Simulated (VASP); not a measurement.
# SiNi (WC type) (P-6m2) in VASP: notebook

The runs below take SiNi (WC type) through relaxation of cell and atoms, with PBE.

Everything below comes from runs of VASP 6.6.1. Logs are shortened: lines on timing, memory, paths and dates and some standing lists are left out, and cuts for length are marked.

### Step 1. The cell of the first run

The structure is hexagonal, space group P-6m2 (No. 187). The conventional cell has a = 2.386 Å, b = 2.386 Å, c = 3.455 Å, α = 90.00°, β = 90.00°, γ = 120.00°. Ni (site symmetry -6m2) has 6 Si at 2.21 Å and 6 Ni at 2.39 Å within 2.9 Å. Within 2.9 Å of Si (site symmetry -6m2) lie 6 Ni at 2.21 Å and 6 Si at 2.39 Å.

### Step 2. Relaxation of cell and atoms, PBE, target pressure 110 GPa, at which the enthalpy is minimised

INCAR reads:

```
  ALGO = Normal
  EDIFF = 1E-7
  EDIFFG = -0.005
  ENCUT = 600
  GGA = PE
  IBRION = 2
  ISIF = 3
  ISMEAR = -1
  LASPH = True
  LCHARG = False
  LREAL = False
  LWAVE = False
  NELM = 80
  NSW = 32
  PREC = Accurate
  PSTRESS = 1100.0
  SIGMA = 0.08
```

KPOINTS reads:

```
k-points
0
Gamma
  16 16 14
```

POSCAR reads:

```
SiNi
1.0
    2.3857711266      0.0000000000      0.0000000000
   -1.1928855632      2.0661384032      0.0000000000
    0.0000000000      0.0000000000      3.4549377628
Ni Si
1 1
Direct
    0.0000000000      0.0000000000      0.0000000000
    0.3333333333      0.6666666667      0.5000000000
```

Potentials or basis: VASP PAW PBE potentials, release 64 (Ni, Si).

Command:

```sh
cat potpaw_PBE.64/Ni/POTCAR potpaw_PBE.64/Si/POTCAR > POTCAR
mpirun -np 1 vasp_std > vasp.out
```

OUTCAR:

```text
EDIFF = 1E-7
   EDIFFG = -0.005
   ENCUT = 600
   GGA = PE
   IBRION = 2
   ISIF = 3
   ISMEAR = -1
   LASPH = True
   LREAL = False
   NELM = 80
   NSW = 32
   PREC = Accurate
   PSTRESS = 1100.0

 ion  position               nearest neighbor table
   1  0.000  0.000  0.000-   2 2.21   2 2.21   2 2.21   2 2.21   2 2.21   2 2.21
   2  0.333  0.667  0.500-   1 2.21   1 2.21   1 2.21   1 2.21   1 2.21   1 2.21

  LATTYP: Found a hexagonal cell.
 ALAT       =     2.3857711266
 C/A-ratio  =     1.4481430026

  Lattice vectors:

 A1 = (   2.3857711266,   0.0000000000,   0.0000000000)
 A2 = (  -1.1928855632,   2.0661384032,   0.0000000000)
 A3 = (   0.0000000000,   0.0000000000,   3.4549377628)

Analysis of symmetry for initial positions (statically):
=====================================================================
 Subroutine PRICEL returns:
 Original cell was already a primitive cell.

 Routine SETGRP: Setting up the symmetry group for a
 hexagonal supercell.

 Subroutine GETGRP returns: Found 12 space group operations
 (whereof 12 operations were pure point group operations)
 out of a pool of 24 trial point group operations.

The static configuration has the point symmetry D_3h.

Analysis of symmetry for dynamics (positions and initial velocities):
=====================================================================
 Subroutine PRICEL returns:
 Original cell was already a primitive cell.

 Routine SETGRP: Setting up the symmetry group for a
 hexagonal supercell.

 Subroutine GETGRP returns: Found 12 space group operations
 (whereof 12 operations were pure point group operations)
 out of a pool of 24 trial point group operations.

The dynamic configuration has the point symmetry D_3h.

 Subroutine INISYM returns: Found 12 space group operations
 (whereof 12 operations are pure point group operations),
 and found     1 'primitive' translations

----------------------------------------------------------------------------------------

                                     Primitive cell

  volume of cell :      17.0305

  direct lattice vectors                    reciprocal lattice vectors
     2.385771127  0.000000000  0.000000000     0.419151690  0.241997341  0.000000000
    -1.192885563  2.066138403  0.000000000     0.000000000  0.483994682  0.000000000
     0.000000000  0.000000000  3.454937763     0.000000000  0.000000000  0.289440814

  length of vectors
     2.385771127  2.385771127  3.454937763     0.483994682  0.483994682  0.289440814

  position of ions in fractional coordinates (direct lattice)
     0.000000000  0.000000000  0.000000000
     0.333333333  0.666666667  0.500000000

  ion indices of the primitive-cell ions
   primitive index   ion index
                 1           1
                 2           2

----------------------------------------------------------------------------------------

 KPOINTS: k-points

Automatic generation of k-mesh.
 Grid dimensions read from file:
 generate k-points for:   16   16   14

 Generating k-lattice:

  Cartesian coordinates                     Fractional coordinates (reciprocal lattice)
     0.026196981  0.015124834  0.000000000     0.062500000 -0.000000000  0.000000000
     0.000000000  0.030249668  0.000000000     0.000000000  0.062500000  0.000000000
     0.000000000  0.000000000  0.020674344     0.000000000  0.000000000  0.071428571

  Length of vectors
     0.030249668  0.030249668  0.020674344

  Shift w.r.t. Gamma in fractional coordinates (k-lattice)
     0.000000000  0.000000000  0.000000000

 Subroutine IBZKPT returns following result:
 ===========================================

 Found    240 irreducible k-points:

 Following reciprocal coordinates:
            Coordinates               Weight
  0.000000  0.000000  0.000000      1.000000
  0.062500 -0.000000  0.000000      6.000000
  0.125000 -0.000000  0.000000      6.000000
  0.187500 -0.000000  0.000000      6.000000
  0.250000 -0.000000  0.000000      6.000000
  0.312500 -0.000000  0.000000      6.000000
[... 16 lines left out ...]
  0.187500  0.187500  0.000000      6.000000
  0.250000  0.187500  0.000000     12.000000
 [... further k-points ...]
   k-points           NKPTS =    240   k-points in BZ     NKDIM =    240   number of bands    NBANDS=     11
   number of dos      NEDOS =    301   number of ions     NIONS =      2
   total plane-waves  NPLWV =  11200
   dimension x,y,z NGX =    20 NGY =   20 NGZ =   28
   dimension x,y,z NGXF=    40 NGYF=   40 NGZF=   56
   ions per type =               1   1
   NGX,Y,Z   is equivalent  to a cutoff of  13.94, 13.94, 13.47 a.u.
   NGXF,Y,Z  is equivalent  to a cutoff of  27.87, 27.87, 26.95 a.u.
 SYSTEM =  unknown system
   PREC   = accura    normal or accurate (medium, high low for compatibility)
   ISTART =      0    job   : 0-new  1-cont  2-samecut
   ICHARG =      2    charge: 1-file 2-atom 10-const
   ISPIN  =      1    spin polarized calculation?
   LNONCOLLINEAR =      F non collinear calculations
   LSORBIT =      F    spin-orbit coupling
   LASPH  =      T    aspherical Exc in radial PAW
   ENCUT  =  600.0 eV  44.10 Ry    6.64 a.u.   4.76  4.76  6.90*2*pi/ulx,y,z
   NELM   =     80;   NELMIN=  2; NELMDL= -5     # of ELM steps
   EDIFF  = 0.1E-06   stopping-criterion for ELM
   LREAL  =      F    real-space projection
   EDIFFG = -.5E-02   stopping-criterion for IOM
   NSW    =     32    number of steps for IOM
   IBRION =      2    ionic relax: 0-MD 1-quasi-New 2-CG
   NFREE  =      1    steps in history (QN), initial steepest desc. (CG)
   ISIF   =      3    stress and relaxation
   ISYM   =      2    0-nonsym 1-usesym 2-fastsym
   POTIM  = 0.5000    time-step for ionic-motion
   TEBEG  =    0.0;   TEEND  =   0.0 temperature during run
   PSTRESS= 1100.0 pullay stress
   NELECT =      14.0000    total number of electrons
   NUPDOWN=      -1.0000    fix difference up-down
   EMIN   =  10.00;   EMAX   =-10.00  energy-range for DOS
   EFERMI =   0.00;   METHOD = LEGACY
   ISMEAR =    -1;   SIGMA  =   0.08  broadening in eV -4-tet -1-fermi 0-gaus
   EFERMI_NEDOS =   21; number of points for ismear=-14 and -15
   IALGO  =     38    algorithm
   IMIX   =      4    mixing-type and parameters
     AMIX     =   0.40;   BMIX     =  1.00
     AMIX_MAG =   1.60;   BMIX_MAG =  1.00
  volume/ion in A,a.u.               =       8.52        57.46
  Fermi-wavevector in a.u.,A,eV,Ry     =   1.533586  2.898057 31.999338  2.351885
  Thomas-Fermi vector in A             =   2.640632
   LORBIT       =      0    0 simple, 1 ext, 2 COOP (PROOUT), +10 PAW based schemes
   GGA     = PE    functional components
   LHFCALC =     F    Hartree Fock is set to
   AEXX    =    0.0000 exact exchange contribution
   IVDW    =     0    specifies the selected vdW correction
   LEPSILON=     F    determine dielectric tensor
   LRPA    =     F    only Hartree local field effects (RPA)
 conjugate gradient relaxation of ions
 non-spin polarized calculation
  energy-cutoff  :      600.00
  volume of cell :       17.03
 maximum number of plane-waves:       584
 NGX is ok and might be reduce to    20
   NGX =  9   NGY =  9   NGZ = 13

--------------------------------------- Ionic step        1  -------------------------------------------

 number of electron      13.9999992 magnetization

 Free energy of the ion-electron system (eV)
  ---------------------------------------------------
  ext. energy  EPLUGINS =         0.00000000
  ---------------------------------------------------
  free energy    TOTEN  =        -9.87840682 eV

  energy without entropy =       -9.86834049  energy(sigma->0) =       -9.87337366

------------------------ aborting loop because EDIFF is reached ----------------------------------------

  FORCE on cell =-STRESS in cart. coord.  units (eV):
  Direction    XX          YY          ZZ          XY          YZ          ZX
  --------------------------------------------------------------------------------------
  -------------------------------------------------------------------------------------
  Total       11.6551293     11.6551293     11.7143902      0.0000000     -0.0000000      0.0000000
  in kB     1096.4763289   1096.4763288   1102.0513983      0.0000001     -0.0000000      0.0000000
  external PRESSURE =      -1.6653147 kB  Pullay stress =    1100.0000000 kB
[... 137 lines left out ...]
  enthalpy is  TOTEN    =         1.8141632198 eV   P V=       11.6921269845

--------------------------------------- Ionic step        5  -------------------------------------------

 number of electron      13.9999992 magnetization

 Free energy of the ion-electron system (eV)
  ---------------------------------------------------
  ext. energy  EPLUGINS =         0.00000000
  ---------------------------------------------------
  free energy    TOTEN  =        -9.87286243 eV

  energy without entropy =       -9.86283539  energy(sigma->0) =       -9.86784891

 E-fermi :  16.9002     XC(G=0): -14.1112

 val. band max:       16.8946793767   @ k =   0.3125   0.1250   0.0000
 cond. band min:      16.9139784128   @ k =   0.2500   0.2500   0.0000
 fundamental gap:      0.0192990360
 Fermi energy:        16.9002398090

 k-point     1 :       0.0000    0.0000    0.0000
  band No.  band energies     occupation
      1      -0.4640      2.00000
      2       9.8933      2.00000
      3      11.1717      2.00000
      4      13.2108      2.00000
      5      13.2108      2.00000
      6      14.1478      2.00000
      7      14.1478      2.00000
      8      18.6688      0.00000
      9      29.7076      0.00000
     10      29.7076      0.00000
     11      31.7190      0.00000
[... 309 lines left out ...]
 k-point    24 :       0.2500    0.1875    0.0000
  band No.  band energies     occupation
      1       4.2671      2.00000
      2      10.6002      2.00000
      3      10.9955      2.00000
      4      11.5421      2.00000
      5      13.0733      2.00000
      6      14.8711      2.00000
      7      17.3774      0.00512
      8      18.6645      0.00000
      9      18.6658      0.00000
     10      22.2262      0.00000
     11      27.3707      0.00000

 [... further k-points ...]

------------------------ aborting loop because EDIFF is reached ----------------------------------------

  FORCE on cell =-STRESS in cart. coord.  units (eV):
  Direction    XX          YY          ZZ          XY          YZ          ZX
  --------------------------------------------------------------------------------------
  -------------------------------------------------------------------------------------
  Total       11.6875144     11.6875144     11.6902857      0.0000000     -0.0000000     -0.0000000
  in kB     1100.0474720   1100.0474719   1100.3083079      0.0000001     -0.0000000     -0.0000000
  external PRESSURE =       0.1344173 kB  Pullay stress =    1100.0000000 kB
[... 17 lines left out ...]
  FREE ENERGIE OF THE ION-ELECTRON SYSTEM (eV)
  ---------------------------------------------------
  free  energy   TOTEN  =        -9.8728624271 eV

  energy  without entropy=       -9.8628353858  energy(sigma->0) =       -9.86784891

  enthalpy is  TOTEN    =         1.8141476392 eV   P V=       11.6870100664

 reached required accuracy - stopping structural energy minimisation
```

Run time: 1.8 min. Hardware: 1 thread of Intel Xeon Platinum 8375C at 2.90GHz (Ice Lake), shared host; peak memory 0.18 GiB.

Results:

| Item | Value |
| --- | --- |
| Free energy | -9.8729 eV |
| Relaxed volume | 8.51 Å³/atom |
| Relaxed cell | a = 2.384 Å, b = 2.384 Å, c = 3.457 Å, α = 90.00°, β = 90.00°, γ = 120.00° |
| Space group after relaxing (to 0.1 Å) | P-6m2 (No. 187) |
| Energy change on relaxing (the run minimises the enthalpy) | +2.8 meV/atom |
| Ionic steps | 5 |
| Pressure after relaxing | 110.0 GPa |
| Band gap on the k mesh | zero (bands 7 and 8 overlap by 1.13 eV) |

Step by step:
```
step  energy change (eV)  largest force (eV/Å)  pressure (GPa)  volume (Å³)
   1              0.0000                0.0000          109.83        17.03
   2              0.0150                0.0000          110.48        17.01
   3              0.0087                0.0000          110.17        17.02
   4              0.0004                0.0000          109.71        17.03
   5              0.0055                0.0000          110.01        17.02
```

Final structure:
```
Ni Si
1.0
     2.38440    0.00000    0.00000
    -1.19220    2.06495    0.00000
     0.00000    0.00000    3.45725
Ni Si
1 1
Direct
  0.00000 0.00000 0.00000
  0.33333 0.66667 0.50000
```

Caveat: the cell is relaxed towards a set pressure, so the run minimises the enthalpy, not the energy.

### Step 3. Relaxation of cell and atoms, PBE, target pressure 110 GPa, at which the enthalpy is minimised

This run uses another cell than the first one, of 9.32 Å³/atom.

INCAR reads:

```
SYSTEM = SiNi
ALGO = Normal
EDIFF = 1E-6
EDIFFG = -0.005
ENCUT = 600
GGA = PE
IBRION = 2
ISIF = 3
ISMEAR = -1
LASPH = .True.
LCHARG = .False.
LREAL = .False.
LWAVE = .False.
NELM = 80
NSW = 60
PREC = Accurate
PSTRESS = 1100.0
SIGMA = 0.08
```

KPOINTS reads:

```
k-points
0
Gamma
  16 16 14
  0 0 0
```

POSCAR reads:

```
SiNi
1.0
    2.8004013313      0.0000000000      0.0000000000
   -1.4002006656      2.4252186937      0.0000000000
    0.0000000000      0.0000000000      2.7443933047
Ni Si
1 1
Direct
    0.0000000000      0.0000000000      0.0000000000
    0.3333333333      0.6666666667      0.5000000000
```

Potentials or basis: VASP PAW PBE potentials, release 64 (Ni, Si).

Command:

```sh
cat potpaw_PBE.64/Ni/POTCAR potpaw_PBE.64/Si/POTCAR > POTCAR
mpirun -np 1 vasp_std > vasp.out
```

Wall time 7.1 min (1 thread of Intel Xeon Platinum 8375C at 2.90GHz (Ice Lake), shared host); peak memory 0.24 GiB.

The run converged. Its results:

- Free energy: -9.8725 eV
- Relaxed volume: 8.51 Å³/atom
- Relaxed cell: a = 2.385 Å, b = 2.385 Å, c = 3.456 Å, α = 90.00°, β = 90.00°, γ = 120.00°
- Space group after relaxing (to 0.1 Å): P-6m2 (No. 187)
- Energy change on relaxing (the run minimises the enthalpy): -9.0 meV/atom
- Ionic steps: 31
- Pressure after relaxing: 110.0 GPa
- Band gap on the k mesh: zero (bands 7 and 8 overlap by 1.14 eV)

Step by step:
| step | energy change (eV) | largest force (eV/Å) | pressure (GPa) | volume (Å³) |
| --- | --- | --- | --- | --- |
| 1 | 0.0000 | 0.0000 | 97.01 | 18.64 |
| 2 | 1.4806 | 0.0000 | 165.49 | 16.66 |
| 3 | 0.4183 | 0.0000 | 116.56 | 17.97 |
| 4 | 0.4893 | 0.0000 | 122.10 | 17.65 |
| 5 | 0.6983 | 0.0000 | 147.25 | 16.39 |
| 6 | 7.3899 | 0.0000 | 402.27 | 12.97 |
| 7 | 0.8683 | 0.0000 | 156.81 | 16.06 |
| 8 | 1.1983 | 0.0000 | 171.82 | 15.63 |
| 9 | 1.1788 | 0.0000 | 170.39 | 15.64 |
| 10 | 1.1477 | 0.0000 | 166.86 | 15.66 |
| 11 | 1.0800 | 0.0000 | 163.60 | 15.72 |
| 12 | 0.8837 | 0.0000 | 154.13 | 15.92 |
| 13 | 0.5211 | 0.0000 | 136.55 | 16.32 |
| 14 | -0.0951 | 0.0000 | 105.93 | 17.14 |
| 15 | -0.0215 | 0.0000 | 109.69 | 17.03 |
| 16 | -0.0021 | 0.0000 | 110.68 | 17.00 |
| 17 | -0.0022 | 0.0000 | 110.62 | 17.00 |
| 18 | -0.0023 | 0.0000 | 110.95 | 17.00 |
| 19 | -0.0027 | 0.0000 | 110.31 | 17.00 |
| 20 | -0.0030 | 0.0000 | 110.33 | 17.00 |
| 21 | -0.0036 | 0.0000 | 110.63 | 17.00 |
| 22 | -0.0049 | 0.0000 | 110.54 | 17.00 |
| 23 | -0.0074 | 0.0000 | 110.43 | 17.01 |
| 24 | -0.0125 | 0.0000 | 110.14 | 17.01 |
| 25 | -0.0226 | 0.0000 | 109.62 | 17.03 |
| 26 | -0.0196 | 0.0000 | 109.78 | 17.03 |
| 27 | -0.0195 | 0.0000 | 110.00 | 17.03 |
| 28 | -0.0191 | 0.0000 | 109.87 | 17.02 |
| 29 | -0.0185 | 0.0000 | 109.97 | 17.02 |
| 30 | -0.0170 | 0.0000 | 110.15 | 17.02 |
| 31 | -0.0179 | 0.0000 | 110.01 | 17.02 |

Final structure:
```
CELL_PARAMETERS angstrom
2.38476 0.00000 0.00000
-1.19238 2.06526 0.00000
0.00000 0.00000 3.45629
ATOMIC_POSITIONS crystal
Ni 0.00000 0.00000 0.00000
Si 0.33333 0.66667 0.50000
```

Levels at points of the mesh, in eV from the Fermi level:
```tsv
k point	band 3	band 4	band 5	band 6	band 7	band 8	band 9	band 10	band 11
(0.00, 0.00, 0.00)	-5.72	-3.69	-3.69	-2.75	-2.75	1.77	12.80	12.80	14.81
(0.50, 0.00, 0.00)	-6.59	-5.87	-3.35	-1.39	-0.44	2.51	4.72	6.31	7.23
(0.00, 0.00, 0.50)	-4.91	-3.67	-3.67	-2.91	-2.91	8.44	13.87	13.87	14.82
(0.50, 0.00, 0.50)	-6.85	-3.97	-3.80	-3.64	-1.39	-0.34	2.73	8.70	8.95
```

Caveat: the cell is relaxed towards a set pressure, so the run minimises the enthalpy, not the energy; a cell axis changed by over 15 % at a fixed basis, so the end point is rough. Spin polarisation is off, so any magnetic state and its effect on volume and gap are missing.
